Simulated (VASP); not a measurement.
Set up this calculation in VASP 6.6.1, as the native input.

```
Task                   : single point
Functional             : PBE
Potentials or basis    : VASP PAW PBE potentials, release 64 (Sc_sv)
Cutoff                 : 520 eV
k mesh                 : 6 × 6 × 6
Occupations            : gaussian, width 0.1 eV
Spin                   : no spin polarisation
Dipole correction      : no
Further INCAR settings : ALGO = Normal; EDIFF = 1e-06; NBANDS = 24
```

The structure of Sc lies in POSCAR:

```
Sc
1.0
    1.8268030694      1.0547052439      8.9800481806
   -1.8268030694      1.0547052439      8.9800481806
    0.0000000000     -2.1094104877      8.9800481806
Sc
3
Direct
    0.0000000000      0.0000000000      0.0000000000
    0.7780122400      0.7780122400      0.7780122400
    0.2219877600      0.2219877600      0.2219877600
```

This cell differs from its parent crystal: In replaced by Sc, lengths x 1.118, strained.

The input as run:

INCAR

```
PREC = Accurate
ENCUT = 520
EDIFF = 1E-6
ISMEAR = 0
SIGMA = 0.1
LREAL = False
LASPH = True
NELM = 100
ALGO = Normal
ISIF = 2
LWAVE = False
LCHARG = False
GGA = PE
NBANDS = 24
```

KPOINTS

```
regular mesh
0
Gamma
  6 6 6
```

Potentials or basis: VASP PAW PBE potentials, release 64 (Sc_sv).

The run is started by

```bash
$ cat potpaw_PBE.64/Sc_sv/POTCAR > POTCAR
$ mpirun -np 1 vasp_std > vasp.out
```

It gave:

| Item | Value |
| --- | --- |
| Pressure | -10.0 GPa |
| Largest force | 0.062 eV/Å |

Caveat: the cell differs from its parent crystal (In replaced by Sc, lengths x 1.118, strained).

It took 4.5 min on 1 thread of Intel(R) Xeon(R) 6975P-C (Granite Rapids), with other jobs on the host, peak memory 0.61 GiB.
